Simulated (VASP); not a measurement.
Here is a VASP 6.6.1 calculation.

File INCAR:

```
PREC = Accurate
ENCUT = 520
EDIFF = 1E-6
ISMEAR = -1
SIGMA = 0.05
LREAL = False
LASPH = True
NELM = 100
ALGO = Normal
ISIF = 2
LWAVE = False
LCHARG = True
GGA = PS
LELF = True
LVHAR = True
NBANDS = 22
```

File KPOINTS:

```
Automatic mesh
0
Gamma
  12 12 7
```

POSCAR

```
Rh
1.0
    2.6752300712      0.0000000000      0.0000000000
   -1.3376150356      2.3168191057      0.0000000000
    0.0000000000      0.0000000000      4.3380872866
Rh
2
Direct
    0.6666666667      0.3333333333      0.7500000000
    0.3333333333      0.6666666667      0.2500000000
```

Potentials or basis: VASP PAW PBE potentials, release 64 (Rh_pv).

Command:

```console
$ cat potpaw_PBE.64/Rh_pv/POTCAR > POTCAR
$ mpirun -np 1 vasp_std > vasp.out
```

Task: Estimate the band gap on the k mesh.

Result: Zero (band 15 reaches 12.93 eV, above the bottom of band 16 at 10.40 eV).

Task: What does it give for the pressure?

Result: 2.3 GPa.

Stress tensor (GPa, compression positive):
```
2.33 0.00 0.00
0.00 2.33 0.00
0.00 0.00 2.18
```

Caveat: the PAW data sets were made with another functional, which shifts forces and pressure a little.
